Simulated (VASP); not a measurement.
# C (Imma) in VASP: notebook

Runs on C. Level: LDA. Tasks: single point.

Program: VASP 6.6.1. These are calculated values, not measurements. Logs are shortened: lines on timing, memory, paths and dates and some standing lists are left out, and cuts for length are marked.

## 1. The cell of the first run

The structure is orthorhombic, space group Imma (No. 74). The conventional cell has a = 2.477 Å, b = 2.515 Å, c = 3.556 Å, α = 90.00°, β = 90.00°, γ = 90.00°. C (site symmetry mm2) has 4 C at 1.52 to 1.54 Å within 2.0 Å.

## 2. Single point, LDA

File INCAR:

```
ALGO = Normal ; EDIFF = 1E-6
ENCUT = 600 ; GGA_COMPAT = F
ISIF = 2 ; ISMEAR = 0
LASPH = T ; LCHARG = T
LELF = T ; LREAL = F
LVHAR = T ; LWAVE = F
NBANDS = 16 ; NELM = 120
PREC = Accurate ; SIGMA = 0.02
```

File KPOINTS:

```
k-points
0
Gamma
  10 6 10
```

File POSCAR:

```
C
1.0
    2.5145732064      0.0000000000      0.0000000000
    0.0000000000      3.5561435320      0.0000000000
    0.0000000000      0.0000000000      2.4767627798
C
4
Direct
    0.0000000000      0.0000000000      0.0000000000
    0.5000000000      0.5000000000      0.5000000000
    0.0000000000      0.2500000000      0.5000000000
    0.5000000000      0.7500000000      0.0000000000
```

Potentials or basis: VASP PAW LDA potentials, release 64 (C).

Launch:

```console
> cat potpaw_LDA.64/C/POTCAR > POTCAR
> mpirun -np 1 vasp_std > vasp.out
```

OUTCAR:

```text
EDIFF = 1E-6
   ENCUT = 600
   ISIF = 2
   ISMEAR = 0
   LASPH = T
   LREAL = F
   NELM = 120
   PREC = Accurate

 ion  position               nearest neighbor table
   1  0.000  0.000  0.000-   3 1.52   3 1.52   4 1.54   4 1.54
   2  0.500  0.500  0.500-   4 1.52   4 1.52   3 1.54   3 1.54
   3  0.000  0.250  0.500-   1 1.52   1 1.52   2 1.54   2 1.54
   4  0.500  0.750  0.000-   2 1.52   2 1.52   1 1.54   1 1.54

  LATTYP: Found a simple orthorhombic cell.
 ALAT       =     2.4767627798
 B/A-ratio  =     1.0152660670
 C/A-ratio  =     1.4358030414

  Lattice vectors:

 A1 = (   0.0000000000,   0.0000000000,   2.4767627798)
 A2 = (   2.5145732064,   0.0000000000,   0.0000000000)
 A3 = (   0.0000000000,   3.5561435320,   0.0000000000)

Analysis of symmetry for initial positions (statically):
=====================================================================
 Subroutine PRICEL returns following result:

  LATTYP: Found a body centered orthorhombic cell.
 ALAT       =     2.4767627798
 B/A-ratio  =     1.0152660670
 C/A-ratio  =     1.4358030414

  Lattice vectors:

 A1 = (  -1.2572866032,  -1.7780717660,  -1.2383813899)
 A2 = (   1.2572866032,  -1.7780717660,   1.2383813899)
 A3 = (  -1.2572866032,   1.7780717660,   1.2383813899)

   2 primitive cells build up your supercell.

 Routine SETGRP: Setting up the symmetry group for a
 simple orthorhombic supercell.

 Subroutine GETGRP returns: Found  8 space group operations
 (whereof  4 operations were pure point group operations)
 out of a pool of  8 trial point group operations.

The static configuration has the point symmetry C_2v.
 The point group associated with its full space group is D_2h.

Analysis of symmetry for dynamics (positions and initial velocities):
=====================================================================
 Subroutine PRICEL returns following result:

  LATTYP: Found a body centered orthorhombic cell.
 ALAT       =     2.4767627798
 B/A-ratio  =     1.0152660670
 C/A-ratio  =     1.4358030414

  Lattice vectors:

 A1 = (  -1.2572866032,  -1.7780717660,  -1.2383813899)
 A2 = (   1.2572866032,  -1.7780717660,   1.2383813899)
 A3 = (  -1.2572866032,   1.7780717660,   1.2383813899)

   2 primitive cells build up your supercell.

 Routine SETGRP: Setting up the symmetry group for a
 simple orthorhombic supercell.

 Subroutine GETGRP returns: Found  8 space group operations
 (whereof  4 operations were pure point group operations)
 out of a pool of  8 trial point group operations.

The dynamic configuration has the point symmetry C_2v.
 The point group associated with its full space group is D_2h.

 Subroutine INISYM returns: Found  8 space group operations
 (whereof  4 operations are pure point group operations),
 and found     2 'primitive' translations

----------------------------------------------------------------------------------------

                                     Primitive cell

  volume of cell :      11.0738

  direct lattice vectors                    reciprocal lattice vectors
    -1.257286603 -1.778071766 -1.238381390    -0.397681800 -0.281203498  0.000000000
     1.257286603 -1.778071766  1.238381390     0.000000000 -0.281203498  0.403752837
    -1.257286603  1.778071766  1.238381390    -0.397681800  0.000000000  0.403752837

  length of vectors
     2.505174101  2.505174101  2.505174101     0.487058746  0.492028212  0.566716127

  position of ions in fractional coordinates (direct lattice)
     0.000000000  0.000000000  0.000000000
     0.750000000  0.250000000  0.500000000

  ion indices of the primitive-cell ions
   primitive index   ion index
                 1           1
                 2           3

----------------------------------------------------------------------------------------

 KPOINTS: k-points

Automatic generation of k-mesh.
 Grid dimensions read from file:
 generate k-points for:   10    6   10

 Generating k-lattice:

  Cartesian coordinates                     Fractional coordinates (reciprocal lattice)
     0.039768180  0.000000000  0.000000000     0.100000000  0.000000000  0.000000000
     0.000000000  0.046867250  0.000000000     0.000000000  0.166666667  0.000000000
     0.000000000  0.000000000  0.040375284     0.000000000  0.000000000  0.100000000

  Length of vectors
     0.039768180  0.046867250  0.040375284

  Shift w.r.t. Gamma in fractional coordinates (k-lattice)
     0.000000000  0.000000000  0.000000000

 Subroutine IBZKPT returns following result:
 ===========================================

 Found    144 irreducible k-points:

 Following reciprocal coordinates:
            Coordinates               Weight
  0.000000  0.000000  0.000000      1.000000
  0.100000  0.000000  0.000000      2.000000
  0.200000  0.000000  0.000000      2.000000
  0.300000  0.000000  0.000000      2.000000
  0.400000  0.000000  0.000000      2.000000
  0.500000  0.000000  0.000000      1.000000
[... 16 lines left out ...]
  0.400000  0.500000  0.000000      2.000000
  0.500000  0.500000  0.000000      1.000000
 [... further k-points ...]
   k-points           NKPTS =    144   k-points in BZ     NKDIM =    144   number of bands    NBANDS=     16
   number of dos      NEDOS =    301   number of ions     NIONS =      4
   total plane-waves  NPLWV =  11200
   dimension x,y,z NGX =    20 NGY =   28 NGZ =   20
   dimension x,y,z NGXF=    40 NGYF=   56 NGZF=   40
   ions per type =               4
   NGX,Y,Z   is equivalent  to a cutoff of  13.22, 13.09, 13.42 a.u.
   NGXF,Y,Z  is equivalent  to a cutoff of  26.45, 26.18, 26.85 a.u.
 SYSTEM =  unknown system
   PREC   = accura    normal or accurate (medium, high low for compatibility)
   ISTART =      0    job   : 0-new  1-cont  2-samecut
   ICHARG =      2    charge: 1-file 2-atom 10-const
   ISPIN  =      1    spin polarized calculation?
   LNONCOLLINEAR =      F non collinear calculations
   LSORBIT =      F    spin-orbit coupling
   LASPH  =      T    aspherical Exc in radial PAW
   ENCUT  =  600.0 eV  44.10 Ry    6.64 a.u.   5.02  7.10  4.95*2*pi/ulx,y,z
   NELM   =    120;   NELMIN=  2; NELMDL= -5     # of ELM steps
   EDIFF  = 0.1E-05   stopping-criterion for ELM
   LREAL  =      F    real-space projection
[... 7 lines left out ...]
   TEBEG  =    0.0;   TEEND  =   0.0 temperature during run
   PSTRESS=    0.0 pullay stress
   NELECT =      16.0000    total number of electrons
   NUPDOWN=      -1.0000    fix difference up-down
   EMIN   =  10.00;   EMAX   =-10.00  energy-range for DOS
   EFERMI =   0.00;   METHOD = LEGACY
   ISMEAR =     0;   SIGMA  =   0.02  broadening in eV -4-tet -1-fermi 0-gaus
   EFERMI_NEDOS =   21; number of points for ismear=-14 and -15
   IALGO  =     38    algorithm
   IMIX   =      4    mixing-type and parameters
     AMIX     =   0.40;   BMIX     =  1.00
     AMIX_MAG =   1.60;   BMIX_MAG =  1.00
  volume/ion in A,a.u.               =       5.54        37.36
  Fermi-wavevector in a.u.,A,eV,Ry     =   1.468945  2.775903 29.358638  2.157799
  Thomas-Fermi vector in A             =   2.584382
   LORBIT       =      0    0 simple, 1 ext, 2 COOP (PROOUT), +10 PAW based schemes
   GGA     = CA    functional components
   LHFCALC =     F    Hartree Fock is set to
   AEXX    =    0.0000 exact exchange contribution
   IVDW    =     0    specifies the selected vdW correction
   LEPSILON=     F    determine dielectric tensor
   LRPA    =     F    only Hartree local field effects (RPA)
 non-spin polarized calculation
 Gauss-broadening in eV      SIGMA  =   0.02
  energy-cutoff  :      600.00
  volume of cell :       22.15
 maximum number of plane-waves:       760
   NGX = 11   NGY = 15   NGZ =  9

 number of electron      16.0000002 magnetization

 Free energy of the ion-electron system (eV)
  ---------------------------------------------------
  ext. energy  EPLUGINS =         0.00000000
  ---------------------------------------------------
  free energy    TOTEN  =       -40.49234123 eV

  energy without entropy =      -40.49234123  energy(sigma->0) =      -40.49234123

 E-fermi :  10.3165     XC(G=0): -13.6164

 val. band max:       10.1242708398   @ k =   0.0000   0.0000   0.0000
 cond. band min:      14.2079977690   @ k =   0.4000   0.0000   0.4000
 fundamental gap:      4.0837269292
 Fermi energy:        10.3165104015

 k-point     1 :       0.0000    0.0000    0.0000
  band No.  band energies     occupation
      1     -11.5646      2.00000
      2      -2.8681      2.00000
      3      -2.7020      2.00000
      4       3.5591      2.00000
      5       3.8774      2.00000
      6       9.9952      2.00000
[... 8 lines left out ...]
     15      27.0338      0.00000
     16      27.0490      0.00000

 k-point     2 :       0.1000    0.0000    0.0000
  band No.  band energies     occupation
      1     -11.3793      2.00000
      2      -2.7956      2.00000
      3      -2.5358      2.00000
      4       2.6754      2.00000
      5       4.0310      2.00000
      6       9.1198      2.00000
[... 8 lines left out ...]
     15      26.5916      0.00000
     16      26.8629      0.00000

 k-point     3 :       0.2000    0.0000    0.0000
  band No.  band energies     occupation
      1     -10.8251      2.00000
      2      -2.7657      2.00000
      3      -2.0394      2.00000
      4       1.0194      2.00000
      5       4.4811      2.00000
      6       7.1484      2.00000
[... 8 lines left out ...]
     15      25.4052      0.00000
     16      26.3788      0.00000
[... 362 lines left out ...]
 k-point    23 :       0.4000    0.5000    0.0000
  band No.  band energies     occupation
      1      -6.5399      2.00000
      2      -6.5399      2.00000
      3      -2.3865      2.00000
      4      -2.3865      2.00000
      5       7.1683      2.00000
      6       7.1683      2.00000
[... 8 lines left out ...]
     15      25.5858      0.00000
     16      25.5858      0.00000

 k-point    24 :       0.5000    0.5000    0.0000
  band No.  band energies     occupation
      1      -5.6950      2.00000
      2      -5.6950      2.00000
      3      -3.5450      2.00000
      4      -3.5450      2.00000
      5       7.2407      2.00000
      6       7.2407      2.00000
[... 8 lines left out ...]
     15      25.7220      0.00000
     16      25.7220      0.00000

 [... further k-points ...]

------------------------ aborting loop because EDIFF is reached ----------------------------------------

  FORCE on cell =-STRESS in cart. coord.  units (eV):
  Direction    XX          YY          ZZ          XY          YZ          ZX
  --------------------------------------------------------------------------------------
  -------------------------------------------------------------------------------------
  Total       -1.1413657     -0.9046086      1.3685180      0.0000000      0.0000000      0.0000000
  in kB      -82.5671775    -65.4400043     98.9995290      0.0000000      0.0000000      0.0000000
  external PRESSURE =     -16.3358843 kB  Pullay stress =       0.0000000 kB

 VOLUME and BASIS-vectors are now :
 -----------------------------------------------------------------------------
  energy-cutoff  :      600.00
  volume of cell :       22.15
      direct lattice vectors                 reciprocal lattice vectors
     2.514573206  0.000000000  0.000000000     0.397681800  0.000000000  0.000000000
     0.000000000  3.556143532  0.000000000     0.000000000  0.281203498  0.000000000
     0.000000000  0.000000000  2.476762780     0.000000000  0.000000000  0.403752837

 POSITION                                       TOTAL-FORCE (eV/Angst)
 -----------------------------------------------------------------------------------
      0.00000      0.00000      0.00000         0.000000     -0.061005     -0.000000
      1.25729      1.77807      1.23838         0.000000     -0.061005      0.000000
      0.00000      0.88904      1.23838         0.000000      0.061005      0.000000
      1.25729      2.66711      0.00000         0.000000      0.061005      0.000000
 -----------------------------------------------------------------------------------
    total drift:                                0.000000      0.000000     -0.000000

  FREE ENERGIE OF THE ION-ELECTRON SYSTEM (eV)
  ---------------------------------------------------
  free  energy   TOTEN  =       -40.4923412318 eV

  energy  without entropy=      -40.4923412318  energy(sigma->0) =      -40.49234123
```

It took 25 s on 1 thread of AMD EPYC 7R13 (Zen 3), shared host; peak memory 0.12 GiB.

Results:

```
Free energy            : -40.4923 eV
Pressure               : -1.6 GPa
Largest force          : 0.061 eV/Å
Band gap on the k mesh : 4.08 eV
```

Forces on the atoms (eV/Å):
```
C    0.000 -0.061  0.000
C    0.000 -0.061  0.000
C    0.000  0.061  0.000
C    0.000  0.061  0.000
```

(Part 1 of 2 ends here.)
